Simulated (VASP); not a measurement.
A run of VASP 6.6.1:

File INCAR:

```
SYSTEM = O
PREC = Accurate
ENCUT = 520
EDIFF = 1E-8
ISMEAR = -1
SIGMA = 0.1
LREAL = .False.
LASPH = .True.
NELM = 100
ALGO = Normal
ISIF = 2
LWAVE = .False.
LCHARG = .True.
GGA = PS
IBRION = 8
NSW = 1
```

KPOINTS

```
Automatic mesh
0
Gamma
  3 3 3
  0 0 0
```

The input POSCAR:

```
O
1.0
    0.0000000000      2.1708564400      2.1708564400
    2.1708564400      0.0000000000      2.1708564400
    2.1708564400      2.1708564400      0.0000000000
O
2
Direct
    0.2500000000      0.2500000000      0.2500000000
    0.0000000000      0.0000000000      0.0000000000
```

Potentials or basis: VASP PAW PBE potentials, release 64 (O).

Run with:

```bash
$ cat potpaw_PBE.64/O/POTCAR > POTCAR
$ mpirun -np 1 vasp_std > vasp.out
```

Hardware: 1 thread of Intel Xeon 6975P-C (shared host).

Problem. How long does it take, and how much memory?

Solution. Run time: 7 s on 1 thread of Intel Xeon 6975P-C (shared host), peak memory 0.13 GiB. Counts: scf iterations 26, k points 4.
